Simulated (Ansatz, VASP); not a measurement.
MgS: VASP beside Ansatz

```xyz
2
Lattice="0.0000 2.8309 2.8309 2.8309 0.0000 2.8309 2.8309 2.8309 0.0000" Properties=species:S:1:pos:R:3 pbc="T T T"
Mg    0.0000    0.0000    0.0000
S     1.4154    1.4154    1.4154
```

Alike in both runs: task single point; functional PBEsol; k mesh 6 × 6 × 6; occupations gaussian, width 0.5 eV; no spin polarisation.

|  | VASP | Ansatz |
| --- | --- | --- |
| version | VASP 6.6.1 | Ansatz 0.2.0 |
| potentials or method | VASP PAW PBE potentials, release 64 (Mg, S) | plane waves |
| plane-wave cutoff (eV) | 600 | 420 |
| valence electrons in the cell | 8 | 16 |

```tsv
	VASP	Ansatz	Ansatz less VASP
pressure (GPa)	-0.4	-0.3	+0.07
```

VASP's potentials were made for PBE, not for PBEsol. VASP's potentials hold 8 valence electrons a cell and Ansatz's 16, so a difference there can come from the potentials and not from the codes.
